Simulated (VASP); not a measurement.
# AlN (P6_3/mmc) in VASP: dielectric tensor with r2SCAN

Aim: the dielectric tensor of AlN with r2SCAN.

Everything below comes from runs of VASP 6.6.1. Logs are shortened: lines on timing, memory, paths and dates and some standing lists are left out, and cuts for length are marked.

## (1) The cell of the first run

The structure is hexagonal, space group P6_3/mmc (No. 194). Conventional cell: a = 3.292 Å, b = 3.292 Å, c = 4.137 Å, α = 90.00°, β = 90.00°, γ = 120.00°. Al (site symmetry -6m2) has 5 N at 1.90 to 2.07 Å within 2.5 Å. Within 2.5 Å of N (site symmetry -6m2) lie 5 Al at 1.90 to 2.07 Å.

## (2) Dielectric tensor, r2SCAN

Contents of INCAR:

```
SYSTEM = AlN
ALGO = Normal
EDIFF = 1E-8
ENCUT = 520
ISIF = 2
ISMEAR = 0
LASPH = .TRUE.
LCALCEPS = .TRUE.
LCHARG = .FALSE.
LMIXTAU = .TRUE.
LREAL = .FALSE.
LWAVE = .FALSE.
METAGGA = R2SCAN
NELM = 60
PREC = Accurate
SIGMA = 0.01
```

Contents of KPOINTS:

```
k-points
0
G
  9 9 6
  0 0 0
```

Contents of POSCAR:

```
AlN
1.0
    3.2923469533      0.0000000000      0.0000000000
   -1.6461734767      2.8512560996      0.0000000000
    0.0000000000      0.0000000000      4.1369585597
Al N
2 2
Direct
    0.3333333333      0.6666666667      0.2500000000
    0.6666666667      0.3333333333      0.7500000000
    0.6666666667      0.3333333333      0.2500000000
    0.3333333333      0.6666666667      0.7500000000
```

Potentials or basis: VASP PAW PBE potentials, release 64 (Al, N).

The run is started by

```console
$ cat potpaw_PBE.64/Al/POTCAR potpaw_PBE.64/N/POTCAR > POTCAR
$ mpirun -np 1 vasp_std > vasp.out
```

OUTCAR:

```text
SYSTEM = AlN
   EDIFF = 1E-8
   ENCUT = 520
   ISIF = 2
   ISMEAR = 0
   LASPH = .TRUE.
   LREAL = .FALSE.
   METAGGA = R2SCAN
   NELM = 60
   PREC = Accurate

 ion  position               nearest neighbor table
   1  0.333  0.667  0.250-   3 1.90   3 1.90   3 1.90   4 2.07   4 2.07   2 2.81   2 2.81   2 2.81
                             2 2.81   2 2.81   2 2.81
   2  0.667  0.333  0.750-   4 1.90   4 1.90   4 1.90   3 2.07   3 2.07   1 2.81   1 2.81   1 2.81
                             1 2.81   1 2.81   1 2.81
   3  0.667  0.333  0.250-   1 1.90   1 1.90   1 1.90   2 2.07   2 2.07
   4  0.333  0.667  0.750-   2 1.90   2 1.90   2 1.90   1 2.07   1 2.07

  LATTYP: Found a hexagonal cell.
 ALAT       =     3.2923469533
 C/A-ratio  =     1.2565378493

  Lattice vectors:

 A1 = (   3.2923469533,   0.0000000000,   0.0000000000)
 A2 = (  -1.6461734767,   2.8512560996,   0.0000000000)
 A3 = (   0.0000000000,   0.0000000000,   4.1369585597)

Analysis of symmetry for initial positions (statically):
=====================================================================
 Subroutine PRICEL returns:
 Original cell was already a primitive cell.

 Routine SETGRP: Setting up the symmetry group for a
 hexagonal supercell.

 Subroutine GETGRP returns: Found 24 space group operations
 (whereof 12 operations were pure point group operations)
 out of a pool of 24 trial point group operations.

The static configuration has the point symmetry D_3d.
 The point group associated with its full space group is D_6h.

Analysis of symmetry for dynamics (positions and initial velocities):
=====================================================================
 Subroutine PRICEL returns:
 Original cell was already a primitive cell.

 Routine SETGRP: Setting up the symmetry group for a
 hexagonal supercell.

 Subroutine GETGRP returns: Found 24 space group operations
 (whereof 12 operations were pure point group operations)
 out of a pool of 24 trial point group operations.

The dynamic configuration has the point symmetry D_3d.
 The point group associated with its full space group is D_6h.

 Subroutine INISYM returns: Found 24 space group operations
 (whereof 12 operations are pure point group operations),
 and found     1 'primitive' translations

----------------------------------------------------------------------------------------

                                     Primitive cell

  volume of cell :      38.8350

  direct lattice vectors                    reciprocal lattice vectors
     3.292346953  0.000000000  0.000000000     0.303734696  0.175361308  0.000000000
    -1.646173477  2.851256100  0.000000000     0.000000000  0.350722617  0.000000000
     0.000000000  0.000000000  4.136958560     0.000000000  0.000000000  0.241723475

  length of vectors
     3.292346953  3.292346953  4.136958560     0.350722617  0.350722617  0.241723475

  position of ions in fractional coordinates (direct lattice)
     0.333333333  0.666666667  0.250000000
     0.666666667  0.333333333  0.750000000
     0.666666667  0.333333333  0.250000000
     0.333333333  0.666666667  0.750000000

  ion indices of the primitive-cell ions
   primitive index   ion index
                 1           1
                 2           2
                 3           3
                 4           4

----------------------------------------------------------------------------------------

 KPOINTS: k-points

Automatic generation of k-mesh.
 Grid dimensions read from file:
 generate k-points for:    9    9    6

 Generating k-lattice:

  Cartesian coordinates                     Fractional coordinates (reciprocal lattice)
     0.033748300  0.019484590  0.000000000     0.111111111 -0.000000000  0.000000000
     0.000000000  0.038969180  0.000000000     0.000000000  0.111111111  0.000000000
     0.000000000  0.000000000  0.040287246     0.000000000  0.000000000  0.166666667

  Length of vectors
     0.038969180  0.038969180  0.040287246

  Shift w.r.t. Gamma in fractional coordinates (k-lattice)
[... 58 lines left out ...]
   ISIF   =      2    stress and relaxation
   ISYM   =      2    0-nonsym 1-usesym 2-fastsym
   POTIM  = 0.5000    time-step for ionic-motion
   TEBEG  =    0.0;   TEEND  =   0.0 temperature during run
   PSTRESS=    0.0 pullay stress
   NELECT =      16.0000    total number of electrons
   NUPDOWN=      -1.0000    fix difference up-down
   EMIN   =  10.00;   EMAX   =-10.00  energy-range for DOS
   EFERMI =   0.00;   METHOD = LEGACY
   ISMEAR =     0;   SIGMA  =   0.01  broadening in eV -4-tet -1-fermi 0-gaus
   EFERMI_NEDOS =   21; number of points for ismear=-14 and -15
   IALGO  =     38    algorithm
   IMIX   =      4    mixing-type and parameters
     AMIX     =   0.40;   BMIX     =  1.00
     AMIX_MAG =   1.60;   BMIX_MAG =  1.00
  volume/ion in A,a.u.               =       9.71        65.52
  Fermi-wavevector in a.u.,A,eV,Ry     =   1.218168  2.302004 20.190136  1.483933
  Thomas-Fermi vector in A             =   2.353464
   LORBIT       =      0    0 simple, 1 ext, 2 COOP (PROOUT), +10 PAW based schemes
   METAGGA = R2SCAN    functional components
   LHFCALC =     F    Hartree Fock is set to
   AEXX    =    0.0000 exact exchange contribution
   IVDW    =     0    specifies the selected vdW correction
   LEPSILON=     F    determine dielectric tensor
   LRPA    =     F    only Hartree local field effects (RPA)
   LRPA       =     F
 non-spin polarized calculation
 Gauss-broadening in eV      SIGMA  =   0.01
  energy-cutoff  :      520.00
  volume of cell :       38.83
 maximum number of plane-waves:      1065
   NGX = 13   NGY = 13   NGZ = 15

 Total electronic dipole moment: p[elc]=(    -0.00000    -0.00000    -0.00000 ) |e| Angst

 Total electronic dipole moment: p[elc]=(    -0.00000     0.00677     0.00000 ) |e| Angst

 number of electron      16.0000000 magnetization

 Free energy of the ion-electron system (eV)
  ---------------------------------------------------
  ext. energy  EPLUGINS =         0.00000000
  ---------------------------------------------------
  free energy    TOTEN  =       -38.01227816 eV

  energy without entropy =      -38.01227816  energy(sigma->0) =      -38.01227816

 E-fermi :   8.0555     XC(G=0): -11.8070

 val. band max:        8.0128555051   @ k =   0.0000   0.0000   0.0000
 cond. band min:   10000.0000000000   @ k =   0.0000   0.0000   0.0000
 fundamental gap:   9991.9871444949
 Fermi energy:         8.0554680717

 k-point     1 :       0.0000    0.0000    0.0000
  band No.  band energies     occupation
      1      -9.8120      2.00000
      2      -6.0435      2.00000
      3       0.8340      2.00000
      4       4.5320      2.00000
      5       4.5320      2.00000
      6       6.2979      2.00000
      7       6.2979      2.00000
      8       8.0129      2.00000
      9   10000.0000      0.00000
     10   10000.0000      0.00000
     11   10000.0000      0.00000
     12   10000.0000      0.00000
[... 331 lines left out ...]
 k-point    24 :       0.3333    0.3333    0.1667
  band No.  band energies     occupation
      1      -7.1729      2.00000
      2      -7.1729      2.00000
      3       1.2216      2.00000
      4       2.2831      2.00000
      5       2.2831      2.00000
      6       4.9114      2.00000
      7       5.3283      2.00000
      8       5.3283      2.00000
      9   10000.0000      0.00000
     10   10000.0000      0.00000
     11   10000.0000      0.00000
     12   10000.0000      0.00000

 [... further k-points ...]

------------------------ aborting loop because EDIFF is reached ----------------------------------------

            Ionic dipole moment: p[ion]=(     0.00000     0.00000     0.00000 ) |e| Angst

 Total electronic dipole moment: p[elc]=(    -0.00000    -0.00000     0.00761 ) |e| Angst

 MACROSCOPIC STATIC DIELECTRIC TENSOR (including local field effects)
 ------------------------------------------------------
           4.156787    -0.000000    -0.000000
          -0.000000     4.156787     0.000000
          -0.000000     0.000000     4.543948
 ------------------------------------------------------

 PIEZOELECTRIC TENSOR (including local field effects) (e Angst)
          XX          YY          ZZ          XY          YZ          ZX
  --------------------------------------------------------------------------------
  x     0.00000     0.00000     0.00000     0.00000     0.00000     0.00000
  y     0.00000     0.00000     0.00000     0.00000     0.00000     0.00000
  z     0.00000     0.00000     0.00000     0.00000     0.00000     0.00000

 PIEZOELECTRIC TENSOR (including local field effects) (C/m^2)
          XX          YY          ZZ          XY          YZ          ZX
  --------------------------------------------------------------------------------
  x     0.00000     0.00000     0.00000     0.00000     0.00000     0.00000
  y     0.00000     0.00000     0.00000     0.00000     0.00000     0.00000
  z     0.00000     0.00000     0.00000     0.00000     0.00000     0.00000

 BORN EFFECTIVE CHARGES (including local field effects) (in |e|, cummulative output)
 ---------------------------------------------------------------------------------
 ion    1
    1     2.50162    -0.00000     0.00000
    2    -0.00000     2.50162     0.00000
    3     0.00000     0.00000     3.09090
 ion    2
    1     2.50162    -0.00000     0.00000
    2    -0.00000     2.50162     0.00000
    3     0.00000     0.00000     3.09090
 ion    3
    1    -2.50162     0.00000     0.00000
    2     0.00000    -2.50162     0.00000
    3     0.00000    -0.00000    -3.09090
 ion    4
    1    -2.50162     0.00000     0.00000
    2     0.00000    -2.50162     0.00000
    3     0.00000    -0.00000    -3.09090

  FORCE on cell =-STRESS in cart. coord.  units (eV):
  Direction    XX          YY          ZZ          XY          YZ          ZX
  --------------------------------------------------------------------------------------
  -------------------------------------------------------------------------------------
  Total       -0.1101779     -0.1101779     -0.1964687      0.0000000     -0.0000000     -0.0000000
  in kB       -4.5455045     -4.5455045     -8.1055203      0.0000000     -0.0000000     -0.0000000
  external PRESSURE =      -5.7321764 kB  Pullay stress =       0.0000000 kB

 VOLUME and BASIS-vectors are now :
 -----------------------------------------------------------------------------
  energy-cutoff  :      520.00
  volume of cell :       38.83
      direct lattice vectors                 reciprocal lattice vectors
     3.292346953  0.000000000  0.000000000     0.303734696  0.175361308  0.000000000
    -1.646173477  2.851256100  0.000000000     0.000000000  0.350722617  0.000000000
     0.000000000  0.000000000  4.136958560     0.000000000  0.000000000  0.241723475

 POSITION                                       TOTAL-FORCE (eV/Angst)
 -----------------------------------------------------------------------------------
     -0.00000      1.90084      1.03424         0.000000     -0.000000      0.000000
      1.64617      0.95042      3.10272        -0.000000      0.000000      0.000000
      1.64617      0.95042      1.03424         0.000000     -0.000000      0.000000
     -0.00000      1.90084      3.10272         0.000000      0.000000      0.000000
 -----------------------------------------------------------------------------------
    total drift:                               -0.000000      0.000000     -0.000000

  FREE ENERGIE OF THE ION-ELECTRON SYSTEM (eV)
  ---------------------------------------------------
  free  energy   TOTEN  =       -38.0122781570 eV

  energy  without entropy=      -38.0122781570  energy(sigma->0) =      -38.01227816
```

Run time: 18 min. Hardware: 1 thread of Intel Xeon 6975P-C, shared host; peak memory 0.42 GiB.

What came out:

| Quantity | Value |
| --- | --- |
| Band gap on the k mesh | 4.06 eV, direct |
| Electronic dielectric tensor (diagonal) | 4.16, 4.16, 4.54 |
| Born charges (mean of the diagonal) | Al +2.70; N -2.70 e |

Levels at points of the mesh, in eV from the valence-band top:
```csv
k point,band 4,band 5,band 6,band 7,band 8,band 9,band 10,band 11,band 12
"(0.00, 0.00, 0.00)",-3.48,-3.48,-1.71,-1.71,0.00,4.06,5.40,9.16,9.16
"(0.00, 0.00, 0.50)",-3.87,-2.64,-2.64,-2.64,-2.64,6.49,6.49,9.28,9.28
```

Electronic dielectric tensor:
```
4.16 0.00 0.00
0.00 4.16 0.00
0.00 0.00 4.54
```

Born effective charge tensors (e):
atom 1, Al
```
2.50 0.00 0.00
0.00 2.50 0.00
0.00 0.00 3.09
```
atom 2, Al
```
2.50 0.00 0.00
0.00 2.50 0.00
0.00 0.00 3.09
```
atom 3, N
```
-2.50  0.00  0.00
 0.00 -2.50  0.00
 0.00  0.00 -3.09
```
atom 4, N
```
-2.50  0.00  0.00
 0.00 -2.50  0.00
 0.00  0.00 -3.09
```

Dipole moments of the cell (e·Å, modulo the quantum): ionic 0.000, 0.000, 0.000; electronic 0.000, 0.000, 0.008

Caveat: the PAW data sets were made with another functional, which shifts forces and pressure a little. r2SCAN opens gaps a little over a GGA but as a rule still falls short of measured ones.
